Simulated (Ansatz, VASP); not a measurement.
Two plane-wave programs on GaGe

The input POSCAR:

```
GaGe
1.0
    0.0000000000      2.8978440000      2.8978440000
    2.8978440000      0.0000000000      2.8978440000
    2.8978440000      2.8978440000      0.0000000000
Ge Ga
1 1
Direct
    0.0000000000      0.0000000000      0.0000000000
    0.2500000000      0.2500000000      0.2500000000
```

The input INCAR.step1:

```
PREC     = Accurate       # precision mode
ENCUT    = 520            # plane-wave cutoff, eV
EDIFF    = 1E-5           # SCF threshold, eV
ISMEAR   = -1             # smearing method
SIGMA    = 0.05           # smearing width, eV
LREAL    = F              # projectors in reciprocal space
LASPH    = T              # aspherical terms in the spheres
NELM     = 60             # most SCF steps
ALGO     = Normal         # electronic algorithm
ISIF     = 2              # what is computed and relaxed
LWAVE    = T              # write WAVECAR
LCHARG   = F              # write CHGCAR
NBANDS   = 20             # bands
GGA      = PE             # functional
```

File INCAR.step2:

```
PREC     = Accurate       # precision mode
ENCUT    = 520            # plane-wave cutoff, eV
EDIFF    = 1E-6           # SCF threshold, eV
ISMEAR   = -1             # smearing method
SIGMA    = 0.05           # smearing width, eV
LREAL    = F              # projectors in reciprocal space
LASPH    = T              # aspherical terms in the spheres
NELM     = 60             # most SCF steps
ALGO     = Normal         # electronic algorithm
ISIF     = 2              # what is computed and relaxed
LWAVE    = F              # write WAVECAR
LCHARG   = F              # write CHGCAR
METAGGA  = R2SCAN         # meta-GGA
LHFCALC  = T              # exact exchange
AEXX     = 0.5            # exact-exchange fraction
LMIXTAU  = T            
PRECFOCK = Normal       
NBANDS   = 20             # bands
ISTART   = 1
```

Contents of KPOINTS:

```
Automatic mesh
0
Gamma
  4 4 4
```

File input:

```
crystal:
  lattice:
    - [0.0, 2.897844, 2.897844]
    - [2.897844, 0.0, 2.897844]
    - [2.897844, 2.897844, 0.0]
  atoms:
    - { symbol: Ge, position: [0.0, 0.0, 0.0] }
    - { symbol: Ga, position: [0.25, 0.25, 0.25] }
hamiltonian:
  xc: r2scan50
  pseudopotentials: { kind: paw }
kpoints:
  mp_grid: { grid: [4, 4, 4] }
scf:
  occupations: { method: fermi_dirac, width: 0.05 }
output:
  forces: true
  stress: true
  eigenvalues: true
```

Alike in both runs: task single point; functional r2SCAN50; k mesh 4 × 4 × 4; occupations fermi-dirac, width 0.05 eV; no spin polarisation.

|  | VASP | Ansatz |
| --- | --- | --- |
| version | VASP 6.6.1 | Ansatz 0.2.0 |
| potentials or method | VASP PAW PBE potentials, release 64 (Ge_d, Ga_d) | Ansatz PAW |
| plane-wave cutoff (eV) | 520 | 500 |
| valence electrons in the cell | 27 | 27 |

Ansatz gave:

* gap on the k mesh at the Fermi level (eV): none
* pressure (GPa): -3.9

Q: Estimate VASP's values.

A: gap on the k mesh at the Fermi level (eV): none; pressure (GPa): -3.7.

VASP's potentials were made for PBE, not for r2SCAN50. A gap of «none» marks a metal or a gap that the smearing closes. The functional is the same, so the differences come from potentials, cutoffs and numerics.

The k mesh is coarse, so the values compare programs but aren't converged.
